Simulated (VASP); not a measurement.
# Al3BP4 (Pmm2) in VASP: single point with PBE

Aim: the single point of Al3BP4 with PBE.

Program: VASP 6.6.1. These are calculated values, not measurements. Logs are shortened: lines on timing, memory, paths and dates and some standing lists are left out, and cuts for length are marked.

## (1) The cell of the first run

The structure is orthorhombic, space group Pmm2 (No. 25). The conventional cell has a = 3.688 Å, b = 7.475 Å, c = 5.332 Å, α = 90.00°, β = 90.00°, γ = 90.00°. Al (site symmetry m) has 4 P at 2.34 to 2.37 Å within 3.1 Å. Within 3.1 Å of Al (site symmetry mm2) lie 4 P at 2.34 to 2.42 Å. Within 2.7 Å of B (site symmetry mm2) lie 4 P at 2.01 to 2.14 Å. P (site symmetry m) has 1 B at 2.01 Å and 3 Al at 2.36 to 2.42 Å within 2.7 Å. Within 3.1 Å of P (site symmetry mm2) lie 4 Al at 2.34 Å. P (site symmetry mm2) has 2 B at 2.14 Å and 2 Al at 2.37 Å within 2.8 Å.

## (2) Single point, PBE

The input, INCAR:

```
PREC     = Accurate       # precision mode
ENCUT    = 500            # plane-wave cutoff, eV
EDIFF    = 1E-6           # SCF threshold, eV
ISMEAR   = 0              # smearing method
SIGMA    = 0.1            # smearing width, eV
LREAL    = F              # projectors in reciprocal space
LASPH    = T              # aspherical terms in the spheres
NELM     = 120            # most SCF steps
ALGO     = Normal         # electronic algorithm
ISIF     = 2              # what is computed and relaxed
LWAVE    = F              # write WAVECAR
LCHARG   = T              # write CHGCAR
GGA      = PE             # functional
LELF     = T              # ELF
LVHAR    = T            
NBANDS   = 26             # bands
GGA_COMPAT= F
```

The input, KPOINTS:

```
Automatic mesh
0
Gamma
  4 4 2
```

The input, POSCAR:

```
Al3BP4
1.0
   -3.6878891444      0.0000000000      0.0000000000
    0.0000000000      0.0000000000     -5.3315553038
    0.0000000000     -7.4750144195      0.0000000000
Al B P
3 1 4
Direct
    0.0000000000      0.9981600963      0.7306380488
    0.5000000000      0.5018514272      0.0000000000
    0.0000000000      0.9981600963      0.2693619512
    0.5000000000      0.4898084714      0.5000000000
    0.5000000000      0.2726920493      0.7201937935
    0.0000000000      0.7728910619      0.0000000000
    0.5000000000      0.2726920493      0.2798062065
    0.0000000000      0.6937437684      0.5000000000
```

Potentials or basis: VASP PAW PBE potentials, release 64 (Al, B, P).

The run is started by

```bash
> cat potpaw_PBE.64/Al/POTCAR potpaw_PBE.64/B/POTCAR potpaw_PBE.64/P/POTCAR > POTCAR
> mpirun -np 1 vasp_std > vasp.out
```

OUTCAR:

```text
PREC = Accurate
   ENCUT = 500
   EDIFF = 1E-6
   ISMEAR = 0
   LREAL = F
   LASPH = T
   NELM = 120
   ISIF = 2
   GGA = PE

 ion  position               nearest neighbor table
   1  0.000  0.998  0.731-   6 2.34   5 2.36   5 2.36   8 2.37
   2  0.500  0.502  0.000-   6 2.34   6 2.34   7 2.42   5 2.42
   3  0.000  0.998  0.269-   6 2.34   7 2.36   7 2.36   8 2.37
   4  0.500  0.490  0.500-   5 2.01   7 2.01   8 2.14   8 2.14
   5  0.500  0.273  0.720-   4 2.01   1 2.36   1 2.36   2 2.42
   6  0.000  0.773  0.000-   2 2.34   2 2.34   3 2.34   1 2.34
   7  0.500  0.273  0.280-   4 2.01   3 2.36   3 2.36   2 2.42
   8  0.000  0.694  0.500-   4 2.14   4 2.14   1 2.37   3 2.37

  LATTYP: Found a simple orthorhombic cell.
 ALAT       =     3.6878891444
 B/A-ratio  =     1.4456929411
 C/A-ratio  =     2.0269086534

  Lattice vectors:

 A1 = (  -3.6878891444,   0.0000000000,   0.0000000000)
 A2 = (   0.0000000000,   0.0000000000,  -5.3315553038)
 A3 = (   0.0000000000,  -7.4750144195,   0.0000000000)

Analysis of symmetry for initial positions (statically):
=====================================================================
 Subroutine PRICEL returns:
 Original cell was already a primitive cell.

 Routine SETGRP: Setting up the symmetry group for a
 simple orthorhombic supercell.

 Subroutine GETGRP returns: Found  4 space group operations
 (whereof  4 operations were pure point group operations)
 out of a pool of  8 trial point group operations.

The static configuration has the point symmetry C_2v.

Analysis of symmetry for dynamics (positions and initial velocities):
=====================================================================
 Subroutine PRICEL returns:
 Original cell was already a primitive cell.

 Routine SETGRP: Setting up the symmetry group for a
 simple orthorhombic supercell.

 Subroutine GETGRP returns: Found  4 space group operations
 (whereof  4 operations were pure point group operations)
 out of a pool of  8 trial point group operations.

The dynamic configuration has the point symmetry C_2v.

 Subroutine INISYM returns: Found  4 space group operations
 (whereof  4 operations are pure point group operations),
 and found     1 'primitive' translations

----------------------------------------------------------------------------------------

                                     Primitive cell

  volume of cell :     146.9751

  direct lattice vectors                    reciprocal lattice vectors
    -3.687889144  0.000000000  0.000000000    -0.271157825  0.000000000  0.000000000
     0.000000000  0.000000000 -5.331555304     0.000000000  0.000000000 -0.187562530
     0.000000000 -7.475014419  0.000000000     0.000000000 -0.133779006  0.000000000

  length of vectors
     3.687889144  5.331555304  7.475014419     0.271157825  0.187562530  0.133779006

  position of ions in fractional coordinates (direct lattice)
     0.000000000  0.998160096  0.730638049
     0.500000000  0.501851427  0.000000000
     0.000000000  0.998160096  0.269361951
     0.500000000  0.489808471  0.500000000
     0.500000000  0.272692049  0.720193794
     0.000000000  0.772891062  0.000000000
     0.500000000  0.272692049  0.279806206
     0.000000000  0.693743768  0.500000000

  ion indices of the primitive-cell ions
   primitive index   ion index
                 1           1
                 2           2
                 3           3
                 4           4
                 5           5
                 6           6
                 7           7
                 8           8

----------------------------------------------------------------------------------------

 KPOINTS: Automatic mesh

Automatic generation of k-mesh.
 Grid dimensions read from file:
 generate k-points for:    4    4    2

 Generating k-lattice:

  Cartesian coordinates                     Fractional coordinates (reciprocal lattice)
    -0.067789456  0.000000000  0.000000000     0.250000000  0.000000000  0.000000000
     0.000000000  0.000000000 -0.046890632     0.000000000  0.250000000  0.000000000
     0.000000000 -0.066889503  0.000000000     0.000000000  0.000000000  0.500000000

  Length of vectors
     0.067789456  0.046890632  0.066889503

  Shift w.r.t. Gamma in fractional coordinates (k-lattice)
     0.000000000  0.000000000  0.000000000

 Subroutine IBZKPT returns following result:
 ===========================================

 Found     18 irreducible k-points:

 Following reciprocal coordinates:
            Coordinates               Weight
  0.000000  0.000000  0.000000      1.000000
  0.250000  0.000000  0.000000      2.000000
  0.500000  0.000000  0.000000      1.000000
  0.000000  0.250000  0.000000      2.000000
  0.250000  0.250000  0.000000      4.000000
  0.500000  0.250000  0.000000      2.000000
[... 10 lines left out ...]
  0.250000  0.500000  0.500000      2.000000
  0.500000  0.500000  0.500000      1.000000
   k-points           NKPTS =     18   k-points in BZ     NKDIM =     18   number of bands    NBANDS=     26
   number of dos      NEDOS =    301   number of ions     NIONS =      8
   total plane-waves  NPLWV =  62720
   dimension x,y,z NGX =    28 NGY =   40 NGZ =   56
   dimension x,y,z NGXF=    56 NGYF=   80 NGZF=  112
   ions per type =               3   1   4
   NGX,Y,Z   is equivalent  to a cutoff of  12.62, 12.47, 12.45 a.u.
   NGXF,Y,Z  is equivalent  to a cutoff of  25.24, 24.95, 24.91 a.u.
 SYSTEM =  unknown system
   PREC   = accura    normal or accurate (medium, high low for compatibility)
   ISTART =      0    job   : 0-new  1-cont  2-samecut
   ICHARG =      2    charge: 1-file 2-atom 10-const
   ISPIN  =      1    spin polarized calculation?
   LNONCOLLINEAR =      F non collinear calculations
   LSORBIT =      F    spin-orbit coupling
   LASPH  =      T    aspherical Exc in radial PAW
   ENCUT  =  500.0 eV  36.75 Ry    6.06 a.u.   6.72  9.72 13.63*2*pi/ulx,y,z
   NELM   =    120;   NELMIN=  2; NELMDL= -5     # of ELM steps
   EDIFF  = 0.1E-05   stopping-criterion for ELM
   LREAL  =      F    real-space projection
   EDIFFG = 0.1E-04   stopping-criterion for IOM
   NSW    =      0    number of steps for IOM
   IBRION =     -1    ionic relax: 0-MD 1-quasi-New 2-CG
   NFREE  =      0    steps in history (QN), initial steepest desc. (CG)
   ISIF   =      2    stress and relaxation
   ISYM   =      2    0-nonsym 1-usesym 2-fastsym
   POTIM  = 0.5000    time-step for ionic-motion
   TEBEG  =    0.0;   TEEND  =   0.0 temperature during run
   PSTRESS=    0.0 pullay stress
   NELECT =      32.0000    total number of electrons
   NUPDOWN=      -1.0000    fix difference up-down
   EMIN   =  10.00;   EMAX   =-10.00  energy-range for DOS
   EFERMI =   0.00;   METHOD = LEGACY
   ISMEAR =     0;   SIGMA  =   0.10  broadening in eV -4-tet -1-fermi 0-gaus
   EFERMI_NEDOS =   21; number of points for ismear=-14 and -15
   IALGO  =     38    algorithm
   IMIX   =      4    mixing-type and parameters
     AMIX     =   0.40;   BMIX     =  1.00
     AMIX_MAG =   1.60;   BMIX_MAG =  1.00
  volume/ion in A,a.u.               =      18.37       123.98
  Fermi-wavevector in a.u.,A,eV,Ry     =   0.984865  1.861126 13.197105  0.969960
  Thomas-Fermi vector in A             =   2.116130
   LORBIT       =      0    0 simple, 1 ext, 2 COOP (PROOUT), +10 PAW based schemes
   GGA     = PE    functional components
   LHFCALC =     F    Hartree Fock is set to
   AEXX    =    0.0000 exact exchange contribution
   IVDW    =     0    specifies the selected vdW correction
   LEPSILON=     F    determine dielectric tensor
   LRPA    =     F    only Hartree local field effects (RPA)
 non-spin polarized calculation
 Gauss-broadening in eV      SIGMA  =   0.10
  energy-cutoff  :      500.00
  volume of cell :      146.98
 maximum number of plane-waves:      3758
 NGX is ok and might be reduce to    28
   NGX = 13   NGY = 19   NGZ = 27

 number of electron      32.0000000 magnetization

 Free energy of the ion-electron system (eV)
  ---------------------------------------------------
  ext. energy  EPLUGINS =         0.00000000
  ---------------------------------------------------
  free energy    TOTEN  =       -42.72581654 eV

  energy without entropy =      -42.72581654  energy(sigma->0) =      -42.72581654

 E-fermi :   5.7817     XC(G=0):  -9.4824

 val. band max:        5.3264780494   @ k =   0.0000   0.0000   0.0000
 cond. band min:       6.3103759120   @ k =   0.0000   0.0000   0.0000
 fundamental gap:      0.9838978626
 Fermi energy:         5.7817428503

 k-point     1 :       0.0000    0.0000    0.0000
  band No.  band energies     occupation
      1      -7.3775      2.00000
      2      -5.4288      2.00000
      3      -5.2860      2.00000
      4      -4.3897      2.00000
      5      -1.2607      2.00000
      6      -0.0390      2.00000
[... 18 lines left out ...]
     25      10.8257      0.00000
     26      11.1057      0.00000

 k-point     2 :       0.2500    0.0000    0.0000
  band No.  band energies     occupation
      1      -6.8696      2.00000
      2      -5.0063      2.00000
      3      -4.8979      2.00000
      4      -4.4278      2.00000
      5      -1.2030      2.00000
      6      -0.0460      2.00000
[... 18 lines left out ...]
     25      10.0367      0.00000
     26      11.0449      0.00000

 k-point     3 :       0.5000    0.0000    0.0000
  band No.  band energies     occupation
      1      -5.7716      2.00000
      2      -5.2573      2.00000
      3      -4.3729      2.00000
      4      -4.3483      2.00000
      5      -1.5606      2.00000
      6      -0.3617      2.00000
[... 398 lines left out ...]
 k-point    17 :       0.2500    0.5000    0.5000
  band No.  band energies     occupation
      1      -6.2595      2.00000
      2      -5.1552      2.00000
      3      -5.1468      2.00000
      4      -5.0829      2.00000
      5      -0.6428      2.00000
      6       0.1129      2.00000
[... 18 lines left out ...]
     25      11.0869      0.00000
     26      11.4396      0.00000

 k-point    18 :       0.5000    0.5000    0.5000
  band No.  band energies     occupation
      1      -5.5276      2.00000
      2      -4.8503      2.00000
      3      -4.6108      2.00000
      4      -4.5849      2.00000
      5      -1.6014      2.00000
      6      -0.9198      2.00000
[... 18 lines left out ...]
     25      11.5432      0.00000
     26      11.9222      0.00000

------------------------ aborting loop because EDIFF is reached ----------------------------------------

  FORCE on cell =-STRESS in cart. coord.  units (eV):
  Direction    XX          YY          ZZ          XY          YZ          ZX
  --------------------------------------------------------------------------------------
  -------------------------------------------------------------------------------------
  Total        0.4534533      0.2514063     -0.5709785      0.0000000      0.0000000      0.0000000
  in kB        4.9430995      2.7405833     -6.2242433      0.0000000      0.0000000      0.0000000
  external PRESSURE =       0.4864798 kB  Pullay stress =       0.0000000 kB

 VOLUME and BASIS-vectors are now :
 -----------------------------------------------------------------------------
  energy-cutoff  :      500.00
  volume of cell :      146.98
      direct lattice vectors                 reciprocal lattice vectors
    -3.687889144  0.000000000  0.000000000    -0.271157825  0.000000000  0.000000000
     0.000000000  0.000000000 -5.331555304     0.000000000  0.000000000 -0.187562530
     0.000000000 -7.475014419  0.000000000     0.000000000 -0.133779006  0.000000000

 POSITION                                       TOTAL-FORCE (eV/Angst)
 -----------------------------------------------------------------------------------
      0.00000     -5.46153     -5.32175         0.000000     -0.017561     -0.006421
     -1.84394      0.00000     -2.67565         0.000000      0.000000     -0.021034
      0.00000     -2.01348     -5.32175         0.000000      0.017561     -0.006421
     -1.84394     -3.73751     -2.61144         0.000000      0.000000      0.026802
     -1.84394     -5.38346     -1.45387        -0.000000     -0.016250     -0.020449
      0.00000      0.00000     -4.12071         0.000000      0.000000     -0.001563
     -1.84394     -2.09156     -1.45387        -0.000000      0.016250     -0.020449
      0.00000     -3.73751     -3.69873         0.000000      0.000000      0.049536
 -----------------------------------------------------------------------------------
    total drift:                                0.000000     -0.000001     -0.000529

  FREE ENERGIE OF THE ION-ELECTRON SYSTEM (eV)
  ---------------------------------------------------
  free  energy   TOTEN  =       -42.7258165432 eV

  energy  without entropy=      -42.7258165432  energy(sigma->0) =      -42.72581654
```

It took 27 s on 1 thread of Intel Xeon 6975P-C (Granite Rapids), shared host; peak memory 0.26 GiB.

Results:

```yaml
Free_energy: -42.7258 eV
Pressure: 0.0 GPa
Largest_force: 0.050 eV/Å
Band_gap_on_the_k_mesh: 0.98 eV, direct
```

Forces on the atoms (eV/Å):
```
Al   0.000 -0.018 -0.006
Al   0.000  0.000 -0.021
Al   0.000  0.018 -0.006
B    0.000  0.000  0.027
P    0.000 -0.016 -0.020
P    0.000  0.000 -0.002
P    0.000  0.016 -0.020
P    0.000  0.000  0.050
```

Stress tensor (GPa, compression positive):
```
 0.49  0.00  0.00
 0.00  0.27  0.00
 0.00  0.00 -0.62
```

Levels at points of the mesh, in eV from the valence-band top:
```tsv
k point	band 14	band 15	band 16	band 17	band 18	band 19
(0.00, 0.00, 0.00)	-0.30	-0.25	0.00	0.98	1.48	3.02
(0.50, 0.00, 0.00)	-2.47	-1.49	-0.98	1.03	1.30	1.78
(0.00, 0.50, 0.00)	-0.94	-0.87	-0.68	1.30	2.05	2.90
(0.50, 0.50, 0.00)	-1.29	-1.21	-0.84	1.91	2.62	3.55
(0.00, 0.00, 0.50)	-1.21	-0.26	-0.12	1.31	2.51	3.27
(0.50, 0.00, 0.50)	-2.41	-2.41	-2.07	2.34	2.55	2.61
(0.00, 0.50, 0.50)	-1.06	-0.92	-0.89	1.90	3.28	3.39
(0.50, 0.50, 0.50)	-2.00	-2.00	-1.98	2.77	3.35	3.54
```

Caveat: the k points lie up to 0.43 Å⁻¹ apart. A k mesh can miss the band edges.
